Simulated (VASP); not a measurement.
Crystal: Fe.

```
Fe
1.0
    -1.45256    1.45256    1.45256
     1.45256   -1.45256    1.45256
     1.45256    1.45256   -1.45256
Fe
1
Direct
  0.00000 0.00000 0.00000
```

Base run:

| Property | Result |
| --- | --- |
| Program | VASP 6.6.1 |
| Functional | LDA |
| Potentials or basis | VASP PAW LDA potentials, release 64 (Fe) |
| Cutoff | 520 eV |
| k mesh | 13 × 13 × 13 |
| Occupations | fermi-dirac, width 0.05 eV |
| Spin | collinear spin, ferromagnetic start |
| Starting moments | [3.0] μB |

Its results: pressure -28.4 GPa; net moment 2.21 μB per cell; site moments Fe +2.20 μB.

Q: After a change of settings the same cell gave: pressure -11.0 GPa; net moment 2.36 μB per cell; site moments Fe +2.37 μB. Which change was it?
A. further incar settings from ALGO = Normal; EDIFF = 1e-07; NBANDS = 14 to ALGO = Fast; EDIFF = 1e-06; NBANDS = 14
B. further incar settings from ALGO = Normal; EDIFF = 1e-07; NBANDS = 14 to ALGO = Fast; EDIFF = 1e-07; NBANDS = 14
C. functional from LDA to PBE; potentials or basis from VASP PAW LDA potentials, release 64 (Fe) to VASP PAW PBE potentials, release 64 (Fe)
D. potentials or basis from VASP PAW LDA potentials, release 64 (Fe) to VASP PAW LDA potentials, release 64 (Fe_sv); cutoff from 520 eV to 600 eV; further incar settings from ALGO = Normal; EDIFF = 1e-07; NBANDS = 14 to ALGO = Normal; EDIFF = 1e-06; NBANDS = 18; valence electrons from 8 to 16

A: C.
